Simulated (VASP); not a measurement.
Write the native input for VASP 6.6.1 that does the following.

- Task: single point
- Functional: PBE
- Potentials or basis: VASP PAW PBE potentials, release 64 (Sb, Se)
- Cutoff: 500 eV
- k mesh: 3 × 3 × 3
- Occupations: gaussian, width 0.2 eV
- Spin: no spin polarisation
- Dipole correction: no
- Further INCAR settings: ALGO = Normal; EDIFF = 1e-06; NBANDS = 26

The structure of SbSe5 lies in POSCAR:

```
SbSe5
1.0
    0.0000000000      4.9749082778      4.9749082778
    4.9749082778      0.0000000000      4.9749082778
    4.9749082778      4.9749082778      0.0000000000
Sb Se
1 5
Direct
    0.5000000000      0.5000000000      0.5000000000
    0.6497518874      0.6497518874      0.6497518874
    0.6497518874      0.6497518874      0.0507443378
    0.6497518874      0.0507443378      0.6497518874
    0.0507443378      0.6497518874      0.6497518874
    0.0000000000      0.0000000000      0.0000000000
```

The cell was built from a structure type or drawn by symmetry, and may not be a known phase.

The input as run:

INCAR

```
SYSTEM = SbSe5
PREC = Accurate
ENCUT = 500
EDIFF = 1E-6
ISMEAR = 0
SIGMA = 0.2
LREAL = .FALSE.
LASPH = .TRUE.
NELM = 120
ALGO = Normal
ISIF = 2
LWAVE = .FALSE.
LCHARG = .FALSE.
GGA = PE
NBANDS = 26
GGA_COMPAT = .FALSE.
```

KPOINTS

```
Automatic mesh
0
G
  3 3 3
  0 0 0
```

Potentials or basis: VASP PAW PBE potentials, release 64 (Sb, Se).

Run with:

```console
$ cat potpaw_PBE.64/Sb/POTCAR potpaw_PBE.64/Se/POTCAR > POTCAR
$ mpirun -np 1 vasp_std > vasp.out
```

Results of the run:

| Quantity | Value |
| --- | --- |
| Pressure | 0.4 GPa |
| Largest force | 0.096 eV/Å |
| Band gap on the k mesh | zero (an odd number of electrons rules out a gap without spin polarisation) |

Caveat: the k points lie up to 0.36 Å⁻¹ apart, too coarse for converged energies and pressures of a metal; spin-orbit coupling is left out, which moves the levels of the heavy elements.

Run time: 27 s on 1 thread of AMD EPYC 9R45 96-Core Processor (Zen 5), on a shared host, peak memory 0.35 GiB.
